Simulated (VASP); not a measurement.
Wanted: the native input for a VASP 6.6.1 run.

```
Task                   : relaxation of cell and atoms
Functional             : PBE
Potentials or basis    : VASP PAW PBE potentials, release 64 (Eu, Mo_sv)
Cutoff                 : 600 eV
k mesh                 : 6 × 6 × 6
Occupations            : gaussian, width 0.1 eV
Spin                   : collinear spin, ferromagnetic start
Starting moments       : [7.0, 0.0] μB
Dipole correction      : no
Further INCAR settings : ALGO = Normal; EDIFF = 1e-06; IBRION = 2; EDIFFG = -0.04; NSW = 90; ISIF = 3
```

The structure of EuMo lies in POSCAR:

```
EuMo
1.0
    0.0000000000      2.9065556100      2.9065556100
    2.9065556100      0.0000000000      2.9065556100
    2.9065556100      2.9065556100      0.0000000000
Eu Mo
1 1
Direct
    0.0000000000      0.0000000000      0.0000000000
    0.7500000000      0.7500000000      0.7500000000
```

The cell was built from a structure type or drawn by symmetry, and may not be a known phase.

These files were run (other wordings do the same):

INCAR

```
SYSTEM = EuMo
  ALGO = Normal
  EDIFF = 1E-6
  EDIFFG = -0.04
  ENCUT = 600
  GGA = PE
  IBRION = 2
  ISIF = 3
  ISMEAR = 0
  ISPIN = 2
  LASPH = .True.
  LCHARG = .False.
  LMAXMIX = 6
  LORBIT = 11
  LREAL = .False.
  LWAVE = .False.
  MAGMOM = 7 0
  NELM = 150
  NSW = 90
  PREC = Accurate
  SIGMA = 0.1
```

KPOINTS

```
k-points
0
Gamma
  6 6 6
  0 0 0
```

Potentials or basis: VASP PAW PBE potentials, release 64 (Eu, Mo_sv).

Run with:

```bash
$ cat potpaw_PBE.64/Eu/POTCAR potpaw_PBE.64/Mo_sv/POTCAR > POTCAR
$ mpirun -np 1 vasp_std > vasp.out
```

It gave:

```yaml
Relaxed_volume: 29.46 Å³/atom
Relaxed_cell: a = 4.368 Å, b = 4.368 Å, c = 4.368 Å, α = 60.00°, β = 60.00°, γ = 60.00°
Space_group_after_relaxing_to_0.1_Å: F-43m (No. 216)
Pressure_after_relaxing: 0.0 GPa
Net_moment: -3.65 μB per cell
Site_moments: Eu -6.14; Mo +2.45 μB
Valence_electrons_inside_the_program's_atomic_spheres: Eu 14.96; Mo 12.65
```

Caveat: the volume moved by over 15 % at a fixed basis, so the end points are rough; semilocal functionals describe open f shells poorly, which spoils levels, moments and volumes.

It took 21 min on 1 thread of Intel(R) Xeon(R) 6975P-C (Granite Rapids) (shared host), peak memory 0.34 GiB.
